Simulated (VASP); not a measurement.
Set up this calculation in VASP 6.6.1, as the native input.

- Task: relaxation of cell and atoms
- Functional: PBE
- Potentials or basis: VASP PAW PBE potentials, release 64 (Mn_pv)
- Cutoff: 600 eV
- k mesh: 9 × 9 × 6
- Occupations: gaussian, width 0.1 eV
- Spin: collinear spin
- Starting moments: [0.06, 0.06] μB
- Dipole correction: no
- Further INCAR settings: ALGO = Normal; EDIFF = 1e-06; IBRION = 2; EDIFFG = -0.05; NSW = 80; ISIF = 3

The structure of Mn lies in POSCAR:

```
Mn
1.0
    2.6638982565      0.0000000000      0.0000000000
   -1.3319491282      2.3070035632      0.0000000000
    0.0000000000      0.0000000000      4.3086967558
Mn
2
Direct
    0.6666666667      0.3333333333      0.2500035161
    0.3333333333      0.6666666667      0.7499964839
```

This isn't the form of Mn at room conditions, which is a 58-atom cubic cell.

One way to write it, as run:

INCAR

```
ALGO = Normal ; EDIFF = 1E-6
EDIFFG = -0.05 ; ENCUT = 600
GGA = PE ; IBRION = 2
ISIF = 3 ; ISMEAR = 0
ISPIN = 2 ; LASPH = True
LCHARG = False ; LMAXMIX = 4
LORBIT = 11 ; LREAL = False
LWAVE = False ; MAGMOM = 0.06 0.06
NELM = 150 ; NSW = 80
PREC = Accurate ; SIGMA = 0.1
```

KPOINTS

```
k-points
0
Gamma
  9 9 6
```

Potentials or basis: VASP PAW PBE potentials, release 64 (Mn_pv).

Launch:

```console
$ cat potpaw_PBE.64/Mn_pv/POTCAR > POTCAR
$ mpirun -np 1 vasp_std > vasp.out
```

It gave:

```json
{
  "Relaxed volume": "10.70 Å³/atom",
  "Relaxed cell": "a = 2.482 Å, b = 2.482 Å, c = 4.013 Å, α = 90.00°, β = 90.00°, γ = 120.00°",
  "Space group after relaxing (to 0.1 Å)": "P6_3/mmc (No. 194)",
  "Energy gained by relaxing": "356.5 meV/atom",
  "Ionic steps": "5",
  "Pressure after relaxing": "0.1 GPa",
  "Band gap on the k mesh": "zero (filled and empty bands overlap)",
  "Net moment": "0.00 μB per cell",
  "Valence electrons inside the program's atomic spheres": "Mn 11.99"
}
```

Caveat: the volume moved by over 15 % at a fixed basis, so the end points are rough.

Run time: 99 s on 1 thread of AMD EPYC 9R45 96-Core Processor (Zen 5), on a shared host, peak memory 0.18 GiB.
